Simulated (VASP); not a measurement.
Runs of VASP 6.6.1 on CoSn. The structure is that of space group Pm-3m (No. 221), or close to it. The cells are those of the table. The cell was built from a structure type or drawn by symmetry, and may not be a known phase.

| task | cell | k mesh | cutoff (eV) | gap on the mesh (eV) | pressure (GPa) | moment (μB) |
| --- | --- | --- | --- | --- | --- | --- |
| single point | a = 3.150 Å, 2 atoms | 6 × 6 × 6 | 520 | none | 0.0 | 0.62 |
| single point | a = 3.626 Å, 2 atoms | 6 × 6 × 6 | 520 | none | -16.0 | 1.37 |
| single point | a = 3.160 Å, 2 atoms | 18 × 18 × 18 | 520 | none | -0.1 | (a) |
| relaxation of cell and atoms | relaxed from a = 3.626 Å, 2 atoms | 6 × 6 × 6 | 600 | none | 0.0 | 0.62 |

Alike in all rows: level PBE; potentials or basis VASP PAW PBE potentials, release 64 (Co, Sn_d); spin collinear, ferromagnetic start; smearing gaussian 0.1 eV.

Problem. Estimate the missing entries.

Solution. (a) 0.73.

Caveats: spin-orbit coupling is left out, which moves the levels of the heavy elements; the cell stands under tension (at least some runs).

A k mesh can miss the band edges, and the runs leave out spin-orbit coupling on Sn.

A gap of «none» marks levels without a gap at the run's occupations.
